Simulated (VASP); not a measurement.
Here is a VASP 6.6.1 calculation.

File INCAR:

```
SYSTEM = FePt
  PREC = Accurate
  ENCUT = 520
  EDIFF = 1E-7
  ISMEAR = 0
  SIGMA = 0.05
  LREAL = .FALSE.
  LASPH = .TRUE.
  NELM = 150
  ALGO = Fast
  ISIF = 2
  LWAVE = .FALSE.
  LCHARG = .FALSE.
  ISPIN = 2
  MAGMOM = 2.5 0
  LORBIT = 11
  LMAXMIX = 4
  GGA = PS
  NBANDS = 20
```

The input KPOINTS:

```
regular mesh
0
G
  12 12 10
  0 0 0
```

File POSCAR:

```
FePt
1.0
    2.6883633534      0.0000000000      0.0000000000
    0.0000000000      2.6883633534      0.0000000000
    0.0000000000      0.0000000000      3.7121829583
Fe Pt
1 1
Direct
    0.5000000000      0.5000000000      0.5000000000
    0.0000000000      0.0000000000      0.0000000000
```

Potentials or basis: VASP PAW PBE potentials, release 64 (Fe, Pt).

Command:

```bash
$ cat potpaw_PBE.64/Fe/POTCAR potpaw_PBE.64/Pt/POTCAR > POTCAR
$ mpirun -np 1 vasp_std > vasp.out
```

(1) What does it give for the net moment?

(2) Predict the site moments.

(3) Estimate the pressure.

Results:

(1) 3.20 μB per cell.

(2) Fe +2.85; Pt +0.32 μB.

(3) -0.3 GPa.

Caveat: the PAW data sets were made with another functional, which shifts forces and pressure a little.
